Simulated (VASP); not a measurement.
# GeIrRu3 (P6/mmm) in VASP: further runs

Runs on GeIrRu3. Level: PBE. Tasks: relaxation of cell and atoms, single point.

Program: VASP 6.6.1. These are calculated values, not measurements. Logs are shortened: lines on timing, memory, paths and dates and some standing lists are left out, and cuts for length are marked.

## 1. The cell of the first run

The structure is hexagonal, space group P6/mmm (No. 191). Conventional cell: a = 3.909 Å, b = 3.909 Å, c = 6.004 Å, α = 90.00°, β = 90.00°, γ = 120.00°. Within 2.6 Å of Ge (site symmetry 6/mmm) lie 6 Ru at 1.95 Å. Within 2.6 Å of Ru (site symmetry mmm) lie 4 Ru at 1.95 Å and 2 Ge at 1.95 Å. Ir (site symmetry 6/mmm) has 2 Ge at 3.00 Å and 12 Ru at 3.58 Å and 6 Ir at 3.91 Å within 4.0 Å.

## 2. Relaxation of cell and atoms, PBE

File INCAR:

```
PREC = Accurate ; ENCUT = 600
EDIFF = 1E-6 ; ISMEAR = 0
SIGMA = 0.1 ; LREAL = False
LASPH = True ; NELM = 80
ALGO = Normal ; ISIF = 3
LWAVE = False ; LCHARG = False
GGA = PE ; IBRION = 2
NSW = 90 ; EDIFFG = -0.04
```

File KPOINTS:

```
regular mesh
0
Gamma
  6 6 4
```

File POSCAR:

```
GeIrRu3
1.0
    3.9092802900      0.0000000000      0.0000000000
   -1.9546401400      3.3855360400      0.0000000000
    0.0000000000      0.0000000000      6.0040881500
Ge Ru Ir
1 3 1
Direct
    0.0000000000      0.0000000000      0.0000000000
    0.5000000000      0.0000000000      0.0000000000
    0.0000000000      0.5000000000      0.0000000000
    0.5000000000      0.5000000000      0.0000000000
    0.0000000000      0.0000000000      0.5000000000
```

Potentials or basis: VASP PAW PBE potentials, release 64 (Ge_d, Ru_pv, Ir).

Started as:

```
$ cat potpaw_PBE.64/Ge_d/POTCAR potpaw_PBE.64/Ru_pv/POTCAR potpaw_PBE.64/Ir/POTCAR > POTCAR
$ mpirun -np 1 vasp_std > vasp.out
```

OUTCAR:

```text
PREC = Accurate
   ENCUT = 600
   EDIFF = 1E-6
   ISMEAR = 0
   LREAL = False
   LASPH = True
   NELM = 80
   ISIF = 3
   GGA = PE
   IBRION = 2
   NSW = 90
   EDIFFG = -0.04

 ion  position               nearest neighbor table
   1  0.000  0.000  0.000-   3 1.95   3 1.95   2 1.95   2 1.95   4 1.95   4 1.95   5 3.00   5 3.00

   2  0.500  0.000  0.000-   4 1.95   4 1.95   1 1.95   1 1.95   3 1.95   3 1.95
   3  0.000  0.500  0.000-   1 1.95   1 1.95   4 1.95   4 1.95   2 1.95   2 1.95
   4  0.500  0.500  0.000-   2 1.95   2 1.95   3 1.95   3 1.95   1 1.95   1 1.95
   5  0.000  0.000  0.500-   1 3.00   1 3.00

  LATTYP: Found a hexagonal cell.
 ALAT       =     3.9092802900
 C/A-ratio  =     1.5358551203

  Lattice vectors:

 A1 = (   3.9092802900,   0.0000000000,   0.0000000000)
 A2 = (  -1.9546401400,   3.3855360400,   0.0000000000)
 A3 = (   0.0000000000,   0.0000000000,   6.0040881500)

Analysis of symmetry for initial positions (statically):
=====================================================================
 Subroutine PRICEL returns:
 Original cell was already a primitive cell.

 Routine SETGRP: Setting up the symmetry group for a
 hexagonal supercell.

 Subroutine GETGRP returns: Found 24 space group operations
 (whereof 24 operations were pure point group operations)
 out of a pool of 24 trial point group operations.

The static configuration has the point symmetry D_6h.

Analysis of symmetry for dynamics (positions and initial velocities):
=====================================================================
 Subroutine PRICEL returns:
 Original cell was already a primitive cell.

 Routine SETGRP: Setting up the symmetry group for a
 hexagonal supercell.

 Subroutine GETGRP returns: Found 24 space group operations
 (whereof 24 operations were pure point group operations)
 out of a pool of 24 trial point group operations.

The dynamic configuration has the point symmetry D_6h.

 Subroutine INISYM returns: Found 24 space group operations
 (whereof 24 operations are pure point group operations),
 and found     1 'primitive' translations

----------------------------------------------------------------------------------------

                                     Primitive cell

  volume of cell :      79.4642

  direct lattice vectors                    reciprocal lattice vectors
     3.909280290  0.000000000  0.000000000     0.255801561  0.147687100  0.000000000
    -1.954640140  3.385536040  0.000000000     0.000000000  0.295374200  0.000000000
     0.000000000  0.000000000  6.004088150     0.000000000  0.000000000  0.166553184

  length of vectors
     3.909280290  3.909280286  6.004088150     0.295374200  0.295374200  0.166553184

  position of ions in fractional coordinates (direct lattice)
     0.000000000  0.000000000  0.000000000
     0.500000000  0.000000000  0.000000000
     0.000000000  0.500000000  0.000000000
     0.500000000  0.500000000  0.000000000
     0.000000000  0.000000000  0.500000000

  ion indices of the primitive-cell ions
   primitive index   ion index
                 1           1
                 2           2
                 3           3
                 4           4
                 5           5

----------------------------------------------------------------------------------------

 KPOINTS: regular mesh

Automatic generation of k-mesh.
 Grid dimensions read from file:
 generate k-points for:    6    6    4

 Generating k-lattice:

  Cartesian coordinates                     Fractional coordinates (reciprocal lattice)
     0.042633593  0.024614517  0.000000000     0.166666667  0.000000000  0.000000000
     0.000000000  0.049229033  0.000000000     0.000000000  0.166666667  0.000000000
     0.000000000  0.000000000  0.041638296     0.000000000  0.000000000  0.250000000

  Length of vectors
     0.049229033  0.049229033  0.041638296

  Shift w.r.t. Gamma in fractional coordinates (k-lattice)
     0.000000000  0.000000000  0.000000000

 Subroutine IBZKPT returns following result:
 ===========================================

 Found     21 irreducible k-points:

 Following reciprocal coordinates:
            Coordinates               Weight
  0.000000  0.000000  0.000000      1.000000
  0.166667  0.000000  0.000000      6.000000
  0.333333  0.000000  0.000000      6.000000
  0.500000  0.000000  0.000000      3.000000
  0.166667  0.166667  0.000000      6.000000
  0.333333  0.166667  0.000000     12.000000
[... 13 lines left out ...]
  0.333333  0.166667  0.500000     12.000000
  0.333333  0.333333  0.500000      2.000000
   k-points           NKPTS =     21   k-points in BZ     NKDIM =     21   number of bands    NBANDS=     39
   number of dos      NEDOS =    301   number of ions     NIONS =      5
   total plane-waves  NPLWV =  49152
   dimension x,y,z NGX =    32 NGY =   32 NGZ =   48
   dimension x,y,z NGXF=    64 NGYF=   64 NGZF=   96
   ions per type =               1   3   1
   NGX,Y,Z   is equivalent  to a cutoff of  13.61, 13.61, 13.29 a.u.
   NGXF,Y,Z  is equivalent  to a cutoff of  27.22, 27.22, 26.58 a.u.
 SYSTEM =  unknown system
   PREC   = accura    normal or accurate (medium, high low for compatibility)
   ISTART =      0    job   : 0-new  1-cont  2-samecut
   ICHARG =      2    charge: 1-file 2-atom 10-const
   ISPIN  =      1    spin polarized calculation?
   LNONCOLLINEAR =      F non collinear calculations
   LSORBIT =      F    spin-orbit coupling
   LASPH  =      T    aspherical Exc in radial PAW
   ENCUT  =  600.0 eV  44.10 Ry    6.64 a.u.   7.81  7.81 11.99*2*pi/ulx,y,z
   NELM   =     80;   NELMIN=  2; NELMDL= -5     # of ELM steps
   EDIFF  = 0.1E-05   stopping-criterion for ELM
   LREAL  =      F    real-space projection
   EDIFFG = -.4E-01   stopping-criterion for IOM
   NSW    =     90    number of steps for IOM
   IBRION =      2    ionic relax: 0-MD 1-quasi-New 2-CG
   NFREE  =      1    steps in history (QN), initial steepest desc. (CG)
   ISIF   =      3    stress and relaxation
   ISYM   =      2    0-nonsym 1-usesym 2-fastsym
   POTIM  = 0.5000    time-step for ionic-motion
   TEBEG  =    0.0;   TEEND  =   0.0 temperature during run
   PSTRESS=    0.0 pullay stress
   NELECT =      65.0000    total number of electrons
   NUPDOWN=      -1.0000    fix difference up-down
   EMIN   =  10.00;   EMAX   =-10.00  energy-range for DOS
   EFERMI =   0.00;   METHOD = LEGACY
   ISMEAR =     0;   SIGMA  =   0.10  broadening in eV -4-tet -1-fermi 0-gaus
   EFERMI_NEDOS =   21; number of points for ismear=-14 and -15
   IALGO  =     38    algorithm
   IMIX   =      4    mixing-type and parameters
     AMIX     =   0.40;   BMIX     =  1.00
     AMIX_MAG =   1.60;   BMIX_MAG =  1.00
  volume/ion in A,a.u.               =      15.89       107.25
  Fermi-wavevector in a.u.,A,eV,Ry     =   1.531048  2.893261 31.893531  2.344108
  Thomas-Fermi vector in A             =   2.638447
   LORBIT       =      0    0 simple, 1 ext, 2 COOP (PROOUT), +10 PAW based schemes
   GGA     = PE    functional components
   LHFCALC =     F    Hartree Fock is set to
   AEXX    =    0.0000 exact exchange contribution
   IVDW    =     0    specifies the selected vdW correction
   LEPSILON=     F    determine dielectric tensor
   LRPA    =     F    only Hartree local field effects (RPA)
 conjugate gradient relaxation of ions
 non-spin polarized calculation
 Gauss-broadening in eV      SIGMA  =   0.10
  energy-cutoff  :      600.00
  volume of cell :       79.46
 maximum number of plane-waves:      2664
 NGX is ok and might be reduce to    32
   NGX = 15   NGY = 15   NGZ = 23

--------------------------------------- Ionic step        1  -------------------------------------------

 number of electron      64.9999976 magnetization

 Free energy of the ion-electron system (eV)
  ---------------------------------------------------
  ext. energy  EPLUGINS =         0.00000000
  ---------------------------------------------------
  free energy    TOTEN  =         4.96758451 eV

  energy without entropy =        5.00547581  energy(sigma->0) =        4.98653016

------------------------ aborting loop because EDIFF is reached ----------------------------------------

  FORCE on cell =-STRESS in cart. coord.  units (eV):
  Direction    XX          YY          ZZ          XY          YZ          ZX
  --------------------------------------------------------------------------------------
  -------------------------------------------------------------------------------------
  Total      187.1367534    187.1367532    -10.8157569      0.0000003     -0.0000000     -0.0000000
  in kB     3773.1004039   3773.1004002   -218.0701337      0.0000056     -0.0000000     -0.0000000
  external PRESSURE =    2442.7102235 kB  Pullay stress =       0.0000000 kB
[... 24 lines left out ...]
  energy  without entropy=        5.0054758092  energy(sigma->0) =        4.98653016

--------------------------------------- Ionic step        2  -------------------------------------------

 number of electron      64.9999224 magnetization

 E-fermi :  -3.0027     XC(G=0):  -4.5472

 val. band max:       -3.0154504252   @ k =   0.3333   0.0000   0.5000
 cond. band min:      -2.9968680392   @ k =   0.1667   0.0000   0.5000
 fundamental gap:      0.0185823860
 Fermi energy:        -3.0026829893

 k-point     1 :       0.0000    0.0000    0.0000
  band No.  band energies     occupation
      1     -51.2532      2.00000
      2     -51.2531      2.00000
      3     -50.9351      2.00000
      4     -48.5753      2.00000
      5     -44.9356      2.00000
      6     -44.9350      2.00000
[... 942 lines left out ...]
  FREE ENERGIE OF THE ION-ELECTRON SYSTEM (eV)
  ---------------------------------------------------
  free  energy   TOTEN  =       -30.1293173137 eV

  energy  without entropy=      -30.0879782293  energy(sigma->0) =      -30.10864777

 E-fermi :   3.8100     XC(G=0):  -9.7956

 val. band max:        3.7926487005   @ k =   0.1667   0.0000   0.0000
 cond. band min:       3.8139907199   @ k =   0.3333   0.0000   0.5000
 fundamental gap:      0.0213420194
 Fermi energy:         3.8100226792

 k-point     1 :       0.0000    0.0000    0.0000
  band No.  band energies     occupation
      1     -40.0616      2.00000
      2     -39.3697      2.00000
      3     -39.3697      2.00000
      4     -38.8335      2.00000
      5     -38.6510      2.00000
      6     -38.6510      2.00000
[... 871 lines left out ...]
     38       4.6132      0.00000
     39       6.7226      0.00000

 E-fermi :   3.6346     XC(G=0):  -9.7108

 val. band max:        3.6135011127   @ k =   0.1667   0.0000   0.0000
 cond. band min:       3.6431392740   @ k =   0.3333   0.0000   0.0000
 fundamental gap:      0.0296381612
 Fermi energy:         3.6345862495

 k-point     1 :       0.0000    0.0000    0.0000
  band No.  band energies     occupation
      1     -40.1055      2.00000
      2     -39.4586      2.00000
      3     -39.4586      2.00000
      4     -38.9598      2.00000
      5     -38.7949      2.00000
      6     -38.7949      2.00000
[... 871 lines left out ...]
     38       4.3902      0.00000
     39       6.5412      0.00000

 E-fermi :  12.1285     XC(G=0): -13.6776

 val. band max:       12.1254715641   @ k =   0.1667   0.1667   0.5000
 cond. band min:      12.1313882101   @ k =   0.3333   0.1667   0.2500
 fundamental gap:      0.0059166460
 Fermi energy:        12.1284680857

 k-point     1 :       0.0000    0.0000    0.0000
  band No.  band energies     occupation
      1     -31.4299      2.00000
      2     -30.9232      2.00000
      3     -30.9232      2.00000
      4     -30.3139      2.00000
      5     -30.2451      2.00000
      6     -30.1654      2.00000
[... 871 lines left out ...]
     38      16.1204      0.00000
     39      16.1204      0.00000

[... ionic steps 4 to 16 ...]

--------------------------------------- Ionic step       17  -------------------------------------------

 number of electron      65.0000024 magnetization

------------------------ aborting loop because EDIFF is reached ----------------------------------------

  FORCE on cell =-STRESS in cart. coord.  units (eV):
  Direction    XX          YY          ZZ          XY          YZ          ZX
  --------------------------------------------------------------------------------------
  -------------------------------------------------------------------------------------
  Total       -0.0129932     -0.0129932      0.5226670     -0.0000000      0.0000000      0.0000000
  in kB       -0.2081221     -0.2081221      8.3719661     -0.0000000      0.0000000      0.0000000
  external PRESSURE =       2.6519073 kB  Pullay stress =       0.0000000 kB
[... 63 lines left out ...]
  energy  without entropy=      -33.9903887397  energy(sigma->0) =      -34.00848013

--------------------------------------- Ionic step       19  -------------------------------------------

 number of electron      65.0000023 magnetization

 Free energy of the ion-electron system (eV)
  ---------------------------------------------------
  ext. energy  EPLUGINS =         0.00000000
  ---------------------------------------------------
  free energy    TOTEN  =       -34.02673120 eV

  energy without entropy =      -33.99051491  energy(sigma->0) =      -34.00862306

 E-fermi :   6.2267     XC(G=0): -11.2024

 val. band max:        6.1948024510   @ k =   0.1667   0.1667   0.2500
 cond. band min:       6.2355032076   @ k =   0.3333   0.0000   0.5000
 fundamental gap:      0.0407007566
 Fermi energy:         6.2267483565

 k-point     1 :       0.0000    0.0000    0.0000
  band No.  band energies     occupation
      1     -37.5474      2.00000
      2     -36.8680      2.00000
      3     -36.8680      2.00000
      4     -36.4038      2.00000
      5     -36.2360      2.00000
      6     -36.2360      2.00000
[... 903 lines left out ...]
  FREE ENERGIE OF THE ION-ELECTRON SYSTEM (eV)
  ---------------------------------------------------
  free  energy   TOTEN  =       -34.0267312007 eV

  energy  without entropy=      -33.9905149136  energy(sigma->0) =      -34.00862306

 reached required accuracy - stopping structural energy minimisation
```

Wall time 13 min (1 thread of Intel Xeon 6975P-C (Granite Rapids), shared host); peak memory 0.28 GiB.

What came out:

| Item | Value |
| --- | --- |
| Free energy | -34.0267 eV |
| Relaxed volume | 20.06 Å³/atom |
| Relaxed cell | a = 5.029 Å, b = 5.029 Å, c = 4.580 Å, α = 90.00°, β = 90.00°, γ = 120.00° |
| Space group after relaxing (to 0.05 Å) | P6/mmm (No. 191) |
| Energy gained by relaxing | 7798.9 meV/atom |
| Ionic steps | 19 |
| Pressure after relaxing | 0.0 GPa |

The path:
```csv
step,energy change (eV),largest force (eV/Å),pressure (GPa),volume (Å³)
1,0.0000,0.0000,244.27,79.46
2,429.5820,0.0000,-273.34,560.22
3,-35.0969,0.0000,10.33,116.71
4,-35.6560,0.0000,3.29,120.84
5,-36.0237,0.0000,-5.07,127.31
6,-36.0376,0.0000,-6.44,128.65
7,-36.0354,0.0000,-7.48,129.75
8,-37.9987,0.0000,-7.86,114.15
9,-4.6795,0.0000,186.00,66.77
10,-38.3234,0.0000,-7.29,111.32
11,-37.5531,0.0000,16.85,90.79
12,-38.8459,0.0000,-4.83,105.42
13,-38.9663,0.0000,0.22,99.67
14,-38.9874,0.0000,-1.73,101.47
15,-38.9876,0.0000,-1.16,100.90
16,-38.9733,0.0000,3.13,98.43
17,-38.9935,0.0000,0.27,100.02
18,-38.9942,0.0000,-0.10,100.43
19,-38.9943,0.0000,-0.01,100.31
```

Final structure:
```
Ge Ru Ir
1.0
     5.02897    0.00000    0.00000
    -2.51449    4.35522    0.00000
     0.00000    0.00000    4.57982
Ge Ru Ir
1 3 1
Cartesian
  0.0000 0.0000 0.0000
  2.5145 0.0000 0.0000
  -1.2572 2.1776 0.0000
  1.2572 2.1776 0.0000
  0.0000 0.0000 2.2899
```

Caveat: the volume moved by over 15 % at a fixed basis, so the end points are rough; spin-orbit coupling is left out, which moves the levels of the heavy elements.

## 3. Single point, PBE

This run uses another cell than the first one, of 20.07 Å³/atom, 1.263 times its volume.

File INCAR:

```
ALGO = Fast ; EDIFF = 1E-7
ENCUT = 520 ; GGA = PE
ISIF = 2 ; ISMEAR = 0
LASPH = T ; LCHARG = T
LELF = T ; LREAL = F
LVHAR = T ; LWAVE = F
NBANDS = 40 ; NELM = 60
PREC = Accurate ; SIGMA = 0.1
```

File KPOINTS:

```
k-points
0
Gamma
  12 12 8
```

Edit POSCAR of step 2 so:

```diff
@@ -2,5 +2,5 @@
 1.0
-    3.9092802900      0.0000000000      0.0000000000
-   -1.9546401400      3.3855360400      0.0000000000
-    0.0000000000      0.0000000000      6.0040881500
+    5.0333064886      0.0000000000      0.0000000000
+   -2.5166532443      4.3589712841      0.0000000000
+    0.0000000000      0.0000000000      4.5745001590
 Ge Ru Ir
```

Potentials or basis: VASP PAW PBE potentials, release 64 (Ge_d, Ru_pv, Ir).

Started as:

```
$ cat potpaw_PBE.64/Ge_d/POTCAR potpaw_PBE.64/Ru_pv/POTCAR potpaw_PBE.64/Ir/POTCAR > POTCAR
$ mpirun -np 1 vasp_std > vasp.out
```

It took 4.8 min on 1 thread of Intel Xeon 6975P-C (Granite Rapids), shared host; peak memory 0.48 GiB.

The run converged. Its results:

```
Free energy : -34.0253 eV
Pressure    : 0.3 GPa
```

Stress tensor (GPa, compression positive):
```
0.18 0.00 0.00
0.00 0.18 0.00
0.00 0.00 0.47
```

Levels at points of the mesh, in eV from the Fermi level:
| k point | band 30 | band 31 | band 32 | band 33 | band 34 | band 35 |
| --- | --- | --- | --- | --- | --- | --- |
| (0.00, 0.00, 0.00) | -0.58 | -0.37 | -0.37 | 0.26 | 0.70 | 0.70 |
| (0.50, 0.00, 0.00) | -1.08 | -0.99 | -0.71 | -0.67 | -0.21 | -0.05 |
| (0.00, 0.00, 0.50) | -0.33 | 0.13 | 0.13 | 0.23 | 0.69 | 0.69 |
| (0.50, 0.00, 0.50) | -0.89 | -0.80 | -0.09 | -0.07 | 0.61 | 0.67 |

Caveat: spin-orbit coupling is left out, which moves the levels of the heavy elements.
